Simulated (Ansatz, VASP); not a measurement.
MgO in VASP and in Ansatz

File INCAR:

```
  PREC = Accurate
  ENCUT = 520
  EDIFF = 1E-6
  ISMEAR = 0
  SIGMA = 0.05
  LREAL = False
  LASPH = True
  NELM = 100
  ALGO = Normal
  ISIF = 2
  LWAVE = False
  LCHARG = False
  GGA = PS
  NBANDS = 26
```

The input KPOINTS:

```
regular mesh
0
Gamma
  6 6 6
```

Contents of POSCAR:

```
MgO
1.0
    4.2142114404      0.0000000000      0.0000000000
    0.0000000000     -4.2142114404      0.0000000000
    0.0000000000      0.0000000000     -4.2142114404
Mg O
4 4
Direct
    0.0000000000      0.0000000000      0.0000000000
    0.5000000000      0.5000000000      0.0000000000
    0.5000000000      0.0000000000      0.5000000000
    0.0000000000      0.5000000000      0.5000000000
    0.4940676921      0.0000000000      0.0000000000
    0.0000000000      0.5000000000      0.0000000000
    0.0000000000      0.0000000000      0.5000000000
    0.5000000000      0.5000000000      0.5000000000
```

Input for Ansatz:

```yaml
crystal:
  lattice:
    - [4.2142114404, 0.0, 0.0]
    - [0.0, -4.2142114404, 0.0]
    - [0.0, 0.0, -4.2142114404]
  atoms:
    - { symbol: Mg, position: [0.0, 0.0, 0.0] }
    - { symbol: Mg, position: [0.5, 0.5, 0.0] }
    - { symbol: Mg, position: [0.5, 0.0, 0.5] }
    - { symbol: Mg, position: [0.0, 0.5, 0.5] }
    - { symbol: O, position: [0.4940676921, 0.0, 0.0] }
    - { symbol: O, position: [0.0, 0.5, 0.0] }
    - { symbol: O, position: [0.0, 0.0, 0.5] }
    - { symbol: O, position: [0.5, 0.5, 0.5] }
basis:
  ecutwfc: 420
kpoints:
  mp_grid: { grid: [6, 6, 6] }
hamiltonian:
  xc: pbesol
scf:
  occupations: { method: gaussian, width: 0.05 }
output:
  forces: true
  stress: true
  eigenvalues: true
```

Alike in both runs: task single point; functional PBEsol; k mesh 6 × 6 × 6; occupations gaussian, width 0.05 eV; no spin polarisation.

|  | VASP | Ansatz |
| --- | --- | --- |
| version | VASP 6.6.1 | Ansatz 0.2.0 |
| potentials or method | VASP PAW PBE potentials, release 64 (Mg, O), cutoff 520 eV | scalar-relativistic, plane waves, PAW |
| valence electrons in the cell | 32 | 64 |

Ansatz gave:

- gap on the k mesh at the Fermi level (eV): 4.62
- least direct gap on the mesh (eV): 4.62
- pressure (GPa): 0.0
- rms of the force components (eV/Å): 0.061

Which values does VASP return?

gap on the k mesh at the Fermi level (eV): 4.62; least direct gap on the mesh (eV): 4.62; pressure (GPa): -0.6; rms of the force components (eV/Å): 0.061.

VASP's potentials were made for PBE, not for PBEsol. Atom by atom the forces differ by 0.001 eV/Å (rms over components). VASP's potentials hold 32 valence electrons a cell and Ansatz's 64, so a difference there can come from the potentials and not from the codes.
